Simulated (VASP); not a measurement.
Wanted: the native input for a VASP 6.6.1 run.

```yaml
Task: single point
Functional: PBE
Potentials_or_basis: VASP PAW PBE potentials, release 64 (Zn)
Cutoff: 520 eV
k_mesh: 14 × 14 × 7
Occupations: gaussian, width 1 eV
Spin: no spin polarisation
Dipole_correction: no
Further_INCAR_settings: ALGO = Normal; EDIFF = 1e-06; NBANDS = 19
```

The structure of Zn lies in POSCAR:

```
Zn
1.0
    2.6556370042      0.0000000000      0.0000000000
   -1.3278185021      2.2998491089      0.0000000000
    0.0000000000      0.0000000000      4.9624616040
Zn
2
Direct
    0.3333333333      0.6666666667      0.2500000000
    0.6666666667      0.3333333333      0.7500000000
```

The input as run:

INCAR

```
SYSTEM = Zn
PREC = Accurate
ENCUT = 520
EDIFF = 1E-6
ISMEAR = 0
SIGMA = 1.0
LREAL = .False.
LASPH = .True.
NELM = 60
ALGO = Normal
ISIF = 2
LWAVE = .False.
LCHARG = .False.
GGA = PE
NBANDS = 19
```

KPOINTS

```
Automatic mesh
0
Gamma
  14 14 7
  0 0 0
```

Potentials or basis: VASP PAW PBE potentials, release 64 (Zn).

Run with:

```bash
$ cat potpaw_PBE.64/Zn/POTCAR > POTCAR
$ mpirun -np 1 vasp_std > vasp.out
```

Results of the run:

```
Pressure               : 1.4 GPa
Band gap on the k mesh : zero (band 12 reaches 4.59 eV, above the bottom of band 13 at 0.03 eV)
```

Wall time 25 s on 1 thread of Intel(R) Xeon(R) Platinum 8488C (Sapphire Rapids), with other jobs on the host, peak memory 0.17 GiB.
